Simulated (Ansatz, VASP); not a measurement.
# One calculation of Ba, two programs

```
Ba
1.0
     0.00000    3.08111    3.08111
     3.08111    0.00000    3.08111
     3.08111    3.08111    0.00000
Ba
1
Direct
  0.00000 0.00000 0.00000
```

Alike in both runs: functional PBEsol; k mesh 9 × 9 × 9; occupations fermi-dirac, width 0.1 eV; no spin polarisation.

Ansatz relaxed the structure, and its values are those at the end. VASP's run is a single point on that final structure, the one shown.

|  | VASP | Ansatz |
| --- | --- | --- |
| version | VASP 6.6.1 | Ansatz 0.2.0 |
| potentials or method | VASP PAW PBE potentials, release 64 (Ba_sv), cutoff 520 eV | plane waves (420 eV) with PAW, scalar-relativistic |
| valence electrons in the cell | 10 | 10 |

```csv
,VASP,Ansatz,Ansatz less VASP
pressure (GPa),0.1,0.0,-0.08
```

VASP's potentials were made for PBE, not for PBEsol, and Ansatz warns of the same on its side.

Spin-orbit coupling is off throughout.
